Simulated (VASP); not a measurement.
Here is a VASP 6.6.1 calculation.

File POSCAR:

```
ZnO
1.0
    3.2352635141      0.0000000000      0.0000000000
   -1.6176317571      2.8018203912      0.0000000000
    0.0000000000      0.0000000000      5.2113138462
Zn O
2 2
Direct
    0.3333333333      0.6666666667     -0.0529831587
    0.6666666667      0.3333333333      0.4470168413
    0.3333333333      0.6666666667      0.4349831587
    0.6666666667      0.3333333333      0.9349831587
```

INCAR.step1

```
PREC     = Accurate       # precision mode
ENCUT    = 520            # plane-wave cutoff, eV
ISMEAR   = 0              # smearing method
SIGMA    = 0.01           # smearing width, eV
LREAL    = F              # projectors in reciprocal space
LASPH    = T              # aspherical terms in the spheres
NELM     = 60             # most SCF steps
NBANDS   = 26             # bands
GGA      = PE             # functional
ALGO     = Normal         # electronic algorithm
EDIFF    = 1E-4           # SCF threshold, eV
LWAVE    = T              # write WAVECAR
LCHARG   = F              # write CHGCAR
```

INCAR.step2

```
PREC     = Accurate       # precision mode
ENCUT    = 520            # plane-wave cutoff, eV
EDIFF    = 1E-6           # SCF threshold, eV
ISMEAR   = 0              # smearing method
SIGMA    = 0.01           # smearing width, eV
LREAL    = F              # projectors in reciprocal space
LASPH    = T              # aspherical terms in the spheres
NELM     = 60             # most SCF steps
ALGO     = Normal         # electronic algorithm
ISIF     = 2              # what is computed and relaxed
LWAVE    = F              # write WAVECAR
LCHARG   = F              # write CHGCAR
METAGGA  = R2SCAN         # meta-GGA
LMIXTAU  = T            
NBANDS   = 26             # bands
ISTART   = 1
```

File KPOINTS:

```
Automatic mesh
0
Gamma
  9 9 6
```

Potentials or basis: VASP PAW PBE potentials, release 64 (Zn, O).

Launch:

```bash
$ cat potpaw_PBE.64/Zn/POTCAR potpaw_PBE.64/O/POTCAR > POTCAR
$ cp INCAR.step1 INCAR
$ mpirun -np 1 vasp_std > vasp.out
$ cp INCAR.step2 INCAR
$ mpirun -np 1 vasp_std > vasp.out
```

(1) Estimate the largest force.

(2) What does it give for the pressure?

(3) Estimate the band gap on the k mesh.

Results:

(1) 0.167 eV/Å.

(2) 8.7 GPa.

(3) 1.31 eV.

Caveat: the cell differs from its parent crystal (atoms moved along the polar distortion); the stress differs along the axes, from -4 to 15 GPa; the PAW data sets were made with another functional, which shifts forces and pressure a little.
